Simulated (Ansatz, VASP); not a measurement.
**One calculation of HfBF, two programs**

```
Hf B F
1.0
     3.78107    0.00000    0.00000
     0.00000    3.78107    0.00000
     0.00000    0.00000    6.13647
Hf B F
2 2 2
Direct
  0.00000 0.00000 0.75000
  0.00000 0.00000 0.25000
  0.50000 0.00000 0.50000
  0.00000 0.50000 0.00000
  0.50000 0.50000 0.00000
  0.50000 0.50000 0.50000
```

Change from the starting cell: species swapped into the TbCoC type (P4_2/mmc, No. 131).

Alike in both runs: functional PBE; k mesh 6 × 6 × 4; occupations gaussian, width 0.1 eV; no spin polarisation.

Ansatz relaxed the structure, and its values are those at the end. VASP's run is a single point on that final structure, the one shown.

|  | VASP | Ansatz |
| --- | --- | --- |
| version | VASP 6.6.1 | Ansatz 0.2.0 |
| potentials or method | VASP PAW PBE potentials, release 64 (Hf_pv, B, F), cutoff 520 eV | scalar-relativistic, plane waves, PAW |
| valence electrons in the cell | 40 | 72 |

Ansatz gave:

```
gap on the k mesh at the Fermi level (eV) : none
pressure (GPa)                            : 0.0
```

**Question.** Estimate VASP's values.

**Answer.** gap on the k mesh at the Fermi level (eV): none; pressure (GPa): -0.4.

A gap of «none» marks a metal or a gap that the smearing closes. VASP's potentials hold 40 valence electrons a cell and Ansatz's 72, so a difference there can come from the potentials and not from the codes.

Spin-orbit coupling is off throughout.
